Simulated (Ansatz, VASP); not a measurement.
**Ge in VASP and in Ansatz**

```xyz
2
Lattice="0.0000 2.8099 2.8099 2.8099 0.0000 2.8099 2.8099 2.8099 0.0000" Properties=species:S:1:pos:R:3 pbc="T T T"
Ge    4.2149    4.2149    4.2149
Ge    2.8099    2.8099    2.8099
```

Alike in both runs: task single point; functional BLYP; dispersion D4; k mesh 8 × 8 × 8; occupations fermi-dirac, width 0.05 eV; no spin polarisation.

|  | VASP | Ansatz |
| --- | --- | --- |
| version | VASP 6.6.1 | Ansatz 0.2.0 |
| potentials or method | VASP PAW PBE potentials, release 64 (Ge_d) | Ansatz PAW |
| plane-wave cutoff (eV) | 520 | 420 |
| valence electrons in the cell | 28 | 28 |

```tsv
	VASP	Ansatz	Ansatz less VASP
pressure (GPa)	4.5	4.2	-0.31
```

VASP's potentials were made for PBE, not for BLYP.
